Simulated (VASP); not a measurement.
Crystal: NaH.

```xyz
2
Lattice="0.0000 2.3975 2.3975 2.3975 0.0000 2.3975 2.3975 2.3975 0.0000" Properties=species:S:1:pos:R:3 pbc="T T T"
Na    0.0000    0.0000    0.0000
H     2.3975    2.3975    2.3975
```

Base run:

* Program: VASP 6.6.1
* Functional: r2SCAN
* Potentials or basis: VASP PAW PBE potentials, release 64 (Na_pv, H)
* Cutoff: 520 eV
* k mesh: 8 × 8 × 8
* Occupations: gaussian, width 0.01 eV
* Spin: no spin polarisation

Its results: band gap on the k mesh 4.41 eV (least direct gap 5.26 eV); pressure -0.3 GPa.

Q: After a change of settings the same cell gave: band gap on the k mesh 4.89 eV (least direct gap 5.81 eV); pressure 0.2 GPa. Which change was it?
A. functional from r2SCAN to PBE; further incar settings from ALGO = Normal; EDIFF = 1e-06; NBANDS = 11 to ALGO = Normal; EDIFF = 1e-07; NBANDS = 11
B. functional from r2SCAN to PBE
C. functional from r2SCAN to HSE06; k mesh from 8 × 8 × 8 to 6 × 6 × 6

A: C.

Caveats: the PAW data sets were made with another functional, which shifts forces and pressure a little.
